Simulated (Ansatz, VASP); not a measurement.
One calculation of Eu, two programs

The input INCAR:

```
SYSTEM = Eu
PREC = Accurate
ENCUT = 520
EDIFF = 1E-8
ISMEAR = -1
SIGMA = 0.05
LREAL = .FALSE.
LASPH = .TRUE.
NELM = 150
ALGO = Normal
ISIF = 2
LWAVE = .FALSE.
LCHARG = .FALSE.
ISPIN = 2
MAGMOM = 7
LORBIT = 11
LMAXMIX = 6
GGA = PE
LEFG = .TRUE.
NBANDS = 18
```

The input KPOINTS:

```
regular mesh
0
G
  14 14 14
  0 0 0
```

POSCAR

```
Eu
1.0
   -2.1920587954      2.1920587954      2.1920587954
    2.1920587954     -2.1920587954      2.1920587954
    2.1920587954      2.1920587954     -2.1920587954
Eu
1
Direct
    0.0000000000      0.0000000000      0.0000000000
```

Input for Ansatz:

```yaml
crystal:
  lattice:
    - [-2.1920587954, 2.1920587954, 2.1920587954]
    - [2.1920587954, -2.1920587954, 2.1920587954]
    - [2.1920587954, 2.1920587954, -2.1920587954]
  atoms:
    - { symbol: Eu, position: [0.0, 0.0, 0.0], spin: 7.0 }
magnetization:
  spin_polarized: true
kpoints:
  mp_grid: { grid: [14, 14, 14] }
  band_path:
    path:
      - [0.0, 0.0, 0.0]
      - [0.5, -0.5, 0.5]
      - [0.0, 0.0, 0.5]
      - [0.0, 0.0, 0.0]
      - [0.25, 0.25, 0.25]
      - [0.5, -0.5, 0.5]
      - [0.25, 0.25, 0.25]
      - [0.0, 0.0, 0.5]
    npoints: 14
scf:
  occupations: { method: fermi_dirac, width: 0.05 }
hamiltonian:
  xc: pbe
  pseudopotentials: { kind: paw }
output:
  forces: true
  stress: true
  eigenvalues: true
  efg: { contact_densities: true }
  populations: true
  bader: true
  dos: { projected: true, de: 0.2, e_range: [-14, 8] }
  write_density: true
  write_potential: true
  elf: true
  volumetric_format: npy
```

Alike in both runs: task electric field gradients; functional PBE; k mesh 14 × 14 × 14; occupations fermi-dirac, width 0.05 eV; collinear spin.

```csv
,VASP,Ansatz
version,VASP 6.6.1,Ansatz 0.2.0
potentials or method,"VASP PAW PBE potentials, release 64 (Eu)","PAW with Ansatz's default frozen-core files, scalar-relativistic"
plane-wave cutoff (eV),520,420
valence electrons in the cell,17,17
```

Ansatz gave:

```
pressure (GPa)                                                : 0.0
net moment per atom (μB)                                      : 7.27
size of the moment on the site where the two differ most (μB) : 7.02
```

Task: Estimate VASP's values.

Result: Pressure (GPa): -0.3; net moment per atom (μB): 7.26; size of the moment on the site where the two differ most (μB): 6.67.

Site moments also hang on the region over which each program counts them. The functional is the same, so the differences come from potentials, cutoffs and numerics.

Spin-orbit coupling is off throughout.
